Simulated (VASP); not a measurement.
Write the native input for VASP 6.6.1 that does the following.

- Task: single point
- Functional: PBE
- Potentials or basis: VASP PAW PBE potentials, release 64 (Cd, Te, Se)
- Cutoff: 520 eV
- k mesh: 6 × 6 × 2
- Occupations: gaussian, width 0.1 eV
- Spin: no spin polarisation
- Dipole correction: no
- Further INCAR settings: ALGO = Normal; EDIFF = 1e-06; NBANDS = 36

The structure of Cd3TeSe2 lies in POSCAR:

```
Cd3TeSe2
1.0
    5.0912066600      0.0000000000      0.0000000000
   -2.5456033300      4.4091143000      0.0000000000
    0.0000000000      0.0000000000      8.1104591000
Cd Te Se
3 1 2
Direct
    0.3333333300      0.6666666700      0.6439999900
    0.6666666700      0.3333333300      0.3560000100
    0.0000000000      0.0000000000      0.5000000000
    0.0000000000      0.0000000000      0.0000000000
    0.3333333300      0.6666666700      0.2521899900
    0.6666666700      0.3333333300      0.7478100100
```

The cell was built from a structure type or drawn by symmetry, and may not be a known phase.

One way to write it, as run:

INCAR

```
ALGO     = Normal         # electronic algorithm
EDIFF    = 1E-6           # SCF threshold, eV
ENCUT    = 520            # plane-wave cutoff, eV
GGA      = PE             # functional
ISIF     = 2              # what is computed and relaxed
ISMEAR   = 0              # smearing method
LASPH    = T              # aspherical terms in the spheres
LCHARG   = F              # write CHGCAR
LREAL    = F              # projectors in reciprocal space
LWAVE    = F              # write WAVECAR
NBANDS   = 36             # bands
NELM     = 100            # most SCF steps
PREC     = Accurate       # precision mode
SIGMA    = 0.1            # smearing width, eV
```

KPOINTS

```
k-points
0
Gamma
  6 6 2
```

Potentials or basis: VASP PAW PBE potentials, release 64 (Cd, Te, Se).

Run with:

```bash
$ cat potpaw_PBE.64/Cd/POTCAR potpaw_PBE.64/Te/POTCAR potpaw_PBE.64/Se/POTCAR > POTCAR
$ mpirun -np 1 vasp_std > vasp.out
```

It gave:

The pressure is -4.8 GPa. The largest force is 0.361 eV/Å. The band gap on the k mesh is zero (bands 27 and 28 overlap by 0.55 eV).

Caveat: the k points lie up to 0.39 Å⁻¹ apart, too coarse for converged energies and pressures of a metal; semilocal functionals underestimate gaps, so a narrow gap can read as zero; spin-orbit coupling is left out, which moves the levels of the heavy elements.

Run time: 3.1 min on 1 thread of AMD EPYC 7R13, on a shared host, peak memory 0.31 GiB.
